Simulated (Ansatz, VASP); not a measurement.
# Two plane-wave programs on MgO

```
Mg O
1.0
     3.50244    0.00000    0.00000
    -1.75122    3.03320    0.00000
     0.00000    0.00000    4.21665
Mg O
2 2
Direct
  0.66667 0.33333 0.75000
  0.33333 0.66667 0.25000
  0.66667 0.33333 0.25000
  0.33333 0.66667 0.75000
```

Alike in both runs: task single point; functional PBE; k mesh 9 × 9 × 6; occupations gaussian, width 0.05 eV; no spin polarisation.

```csv
,VASP,Ansatz
version,VASP 6.6.1,Ansatz 0.2.0
potentials or method,"VASP PAW PBE potentials, release 64 (Mg, O), cutoff 520 eV","scalar-relativistic, plane waves, PAW"
valence electrons in the cell,16,32
```

```tsv
	VASP	Ansatz	Ansatz less VASP
gap on the k mesh at the Fermi level (eV)	3.34	3.36	+0.021
least direct gap on the mesh (eV)	3.34	3.36	+0.021
pressure (GPa)	1.5	2.1	+0.57
traceless stress, the component that is largest in VASP (GPa)	-0.04	0.08	+0.118
```

VASP's potentials hold 16 valence electrons a cell and Ansatz's 32, so a difference there can come from the potentials and not from the codes.
